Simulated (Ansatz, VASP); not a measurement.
**Au in VASP and in Ansatz**

```
Au
1.0
     2.98173    0.00000    0.00000
    -1.49087    2.58225    0.00000
     0.00000    0.00000    4.61613
Au
2
Cartesian
  0.0000 1.7215 3.4621
  1.4909 0.8608 1.1540
```

Alike in both runs: task single point; functional r2SCAN; k mesh 24 × 24 × 12; occupations gaussian, width 0.15 eV; no spin polarisation.

|  | VASP | Ansatz |
| --- | --- | --- |
| version | VASP 6.6.1 | Ansatz 0.2.0 |
| potentials or method | VASP PAW PBE potentials, release 64 (Au), cutoff 520 eV | scalar-relativistic, plane waves, PAW |
| valence electrons in the cell | 22 | 38 |

|  | VASP | Ansatz | Ansatz less VASP |
| --- | --- | --- | --- |
| gap on the k mesh at the Fermi level (eV) | none | none | - |
| pressure (GPa) | -0.7 | -0.9 | -0.25 |
| traceless stress, the component that is largest in VASP (GPa) | 3.60 | 3.53 | -0.065 |

VASP's potentials were made for PBE, not for r2SCAN. A gap of «none» marks a metal or a gap that the smearing closes. VASP's potentials hold 22 valence electrons a cell and Ansatz's 38, so a difference there can come from the potentials and not from the codes.

Spin-orbit coupling is off throughout.
